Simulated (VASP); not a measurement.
Input of a VASP 6.6.1 run:

File INCAR:

```
SYSTEM = W
PREC     = Accurate       ! precision mode
ENCUT    = 520            ! plane-wave cutoff, eV
EDIFF    = 1E-6           ! SCF threshold, eV
ISMEAR   = 0              ! smearing method
SIGMA    = 0.15           ! smearing width, eV
LREAL    = .False.        ! projectors in reciprocal space
LASPH    = .True.         ! aspherical terms in the spheres
NELM     = 60             ! most SCF steps
ALGO     = Fast           ! electronic algorithm
ISIF     = 2              ! what is computed and relaxed
LWAVE    = .False.        ! write WAVECAR
LCHARG   = .False.        ! write CHGCAR
GGA      = PE             ! functional
NBANDS   = 21             ! bands
```

The input KPOINTS:

```
Automatic mesh
0
Gamma
  22 22 14
  0 0 0
```

POSCAR

```
W
1.0
   -1.5917793224      1.5917793224      1.5917793224
    1.5917793224     -1.5917793224      1.5917793224
    3.1835586449      3.1835586449      0.0000000000
W
2
Direct
   -0.0588963550     -0.0588963550      0.0000000000
    0.5588963550      0.5588963550      0.5000000000
```

Potentials or basis: VASP PAW PBE potentials, release 64 (W_sv).

Launch:

```bash
$ cat potpaw_PBE.64/W_sv/POTCAR > POTCAR
$ mpirun -np 1 vasp_std > vasp.out
```

Estimate the band gap on the k mesh.

zero (bands 14 and 15 overlap by 2.13 eV).

Estimate the largest force.

2.690 eV/Å.

Forces in eV/Å, atoms in the order of the input:
```
W    0.000  0.000  2.690
W    0.000  0.000 -2.690
```

Caveat: the cell differs from its parent crystal (atoms displaced along a vibrational mode); spin-orbit coupling is left out, which moves the levels of the heavy elements; forces of over 1 eV/Å act on the atoms, so gaps and moduli don't describe the material at rest.
